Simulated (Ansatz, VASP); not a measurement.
## Two plane-wave programs on SiC

Contents of INCAR:

```
SYSTEM = SiC
  PREC = Accurate
  ENCUT = 520
  EDIFF = 1E-7
  ISMEAR = 0
  SIGMA = 0.05
  LREAL = .FALSE.
  LASPH = .TRUE.
  NELM = 100
  ALGO = Normal
  ISIF = 2
  LWAVE = .FALSE.
  LCHARG = .FALSE.
  GGA = PE
  NBANDS = 26
```

File KPOINTS:

```
regular mesh
0
G
  10 10 3
  0 0 0
```

POSCAR

```
SiC
1.0
   -3.0917664073      0.0000000000      0.0000000000
    1.5458832036     -2.6775482513      0.0000000000
   -0.3091766407      0.0000000000     10.1480423548
Si C
4 4
Direct
    0.5760634901      0.3333333333      0.9060317656
    0.6260634901      0.3333333333      0.4060317656
    0.3177301568      0.6666666667      0.1560317656
    0.2677301568      0.6666666667      0.6560317656
    0.6572698432      0.3333333333      0.0939682344
    0.6072698432      0.3333333333      0.5939682344
    0.2989365099      0.6666666667      0.3439682344
    0.2489365099      0.6666666667      0.8439682344
```

Input for Ansatz:

```yaml
crystal:
  lattice:
    - [-3.0917664073, 0.0, 0.0]
    - [1.5458832036, -2.6775482513, 0.0]
    - [-0.3091766407, 0.0, 10.1480423548]
  atoms:
    - { symbol: Si, position: [0.5760634901, 0.3333333333, 0.9060317656] }
    - { symbol: Si, position: [0.6260634901, 0.3333333333, 0.4060317656] }
    - { symbol: Si, position: [0.3177301568, 0.6666666667, 0.1560317656] }
    - { symbol: Si, position: [0.2677301568, 0.6666666667, 0.6560317656] }
    - { symbol: C, position: [0.6572698432, 0.3333333333, 0.0939682344] }
    - { symbol: C, position: [0.6072698432, 0.3333333333, 0.5939682344] }
    - { symbol: C, position: [0.2989365099, 0.6666666667, 0.3439682344] }
    - { symbol: C, position: [0.2489365099, 0.6666666667, 0.8439682344] }
basis:
  ecutwfc: 420
kpoints:
  mp_grid: { grid: [10, 10, 3] }
hamiltonian:
  xc: pbe
scf:
  occupations: { method: gaussian, width: 0.05 }
output:
  forces: true
  stress: true
  eigenvalues: true
```

Alike in both runs: task single point; functional PBE; k mesh 10 × 10 × 3; occupations gaussian, width 0.05 eV; no spin polarisation.

|  | VASP | Ansatz |
| --- | --- | --- |
| version | VASP 6.6.1 | Ansatz 0.2.0 |
| potentials or method | VASP PAW PBE potentials, release 64 (Si, C), cutoff 520 eV | scalar-relativistic, plane waves, PAW |
| valence electrons in the cell | 32 | 32 |

```csv
,VASP,Ansatz,Ansatz less VASP
gap on the k mesh at the Fermi level (eV),2.28,2.29,+0.003
least direct gap on the mesh (eV),3.92,3.92,+0.003
pressure (GPa),-0.2,-0.2,+0.05
"traceless stress, the component that is largest in VASP (GPa)",4.15,4.14,-0.013
rms of the force components (eV/Å),0.231,0.230,-0.0004
```

Atom by atom the forces differ by 0.001 eV/Å (rms over components).
